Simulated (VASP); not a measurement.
Set up this calculation in VASP 6.6.1, as the native input.

```
Task                   : single point
Functional             : PBE
Potentials or basis    : VASP PAW PBE potentials, release 64 (Ba_sv)
Cutoff                 : 500 eV
k mesh                 : 10 × 10 × 10
Occupations            : gaussian, width 0.1 eV
Spin                   : no spin polarisation
Dipole correction      : no
Further INCAR settings : ALGO = Normal; EDIFF = 1e-06; NBANDS = 11
```

The structure of Ba lies in POSCAR:

```
Ba
1.0
   -2.5911500000      2.5911500000      2.5911500000
    2.5911500000     -2.5911500000      2.5911500000
    2.5911500000      2.5911500000     -2.5911500000
Ba
1
Direct
    0.0000000000      0.0000000000      0.0000000000
```

The input as run:

INCAR

```
PREC     = Accurate       # precision mode
ENCUT    = 500            # plane-wave cutoff, eV
EDIFF    = 1E-6           # SCF threshold, eV
ISMEAR   = 0              # smearing method
SIGMA    = 0.1            # smearing width, eV
LREAL    = False          # projectors in reciprocal space
LASPH    = True           # aspherical terms in the spheres
NELM     = 120            # most SCF steps
ALGO     = Normal         # electronic algorithm
ISIF     = 2              # what is computed and relaxed
LWAVE    = False          # write WAVECAR
LCHARG   = False          # write CHGCAR
GGA      = PE             # functional
NBANDS   = 11             # bands
GGA_COMPAT= False
```

KPOINTS

```
regular mesh
0
Gamma
  10 10 10
```

Potentials or basis: VASP PAW PBE potentials, release 64 (Ba_sv).

Run with:

```bash
$ cat potpaw_PBE.64/Ba_sv/POTCAR > POTCAR
$ mpirun -np 1 vasp_std > vasp.out
```

It gave:

- Pressure: -0.7 GPa
- Band gap on the k mesh: zero (band 5 reaches 1.59 eV, above the bottom of band 6 at 0.91 eV)

Caveat: spin-orbit coupling is left out, which moves the levels of the heavy elements.

Wall time 27 s on 1 thread of Intel Xeon 6975P-C, with other jobs on the host, peak memory 0.21 GiB.
